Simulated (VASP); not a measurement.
SiNi3, 4 atoms in the cell. The structure is cubic, space group Pm-3m (No. 221). Conventional cell: a = 3.542 Å, b = 3.542 Å, c = 3.542 Å, α = 90.00°, β = 90.00°, γ = 90.00°. Within 3.3 Å of Ni (site symmetry 4/mmm) lie 8 Ni at 2.50 Å and 4 Si at 2.50 Å. Within 3.3 Å of Si (site symmetry m-3m) lie 12 Ni at 2.50 Å. 

```yaml
Program: VASP 6.6.1
Task: relaxation of cell and atoms
Functional: revPBE
Potentials_or_basis: VASP PAW PBE potentials, release 64 (Ni, Si)
Cutoff: 600 eV
k_mesh: 8 × 8 × 8
Occupations: fermi-dirac, width 0.05 eV
Spin: collinear spin, ferromagnetic start
Starting_moments: "[1.0, 1.0, 1.0, 0.0] μB"
Dipole_correction: no
Further_INCAR_settings: ALGO = Fast; EDIFF = 1e-06; IBRION = 2; EDIFFG = -0.01; NSW = 60; ISIF = 3
```

Potentials or basis: VASP PAW PBE potentials, release 64 (Ni, Si).

Run with:

```sh
$ cat potpaw_PBE.64/Ni/POTCAR potpaw_PBE.64/Si/POTCAR > POTCAR
$ mpirun -np 1 vasp_std > vasp.out
```

Hardware: 1 thread of Intel Xeon 8259CL, with other jobs on the host.

Task: Estimate the wall time of this run.

Result: Run time: 4.1 min on 1 thread of Intel Xeon 8259CL, on a shared host, peak memory 0.22 GiB. Counts: scf iterations 36, k points 35, ion steps 3.
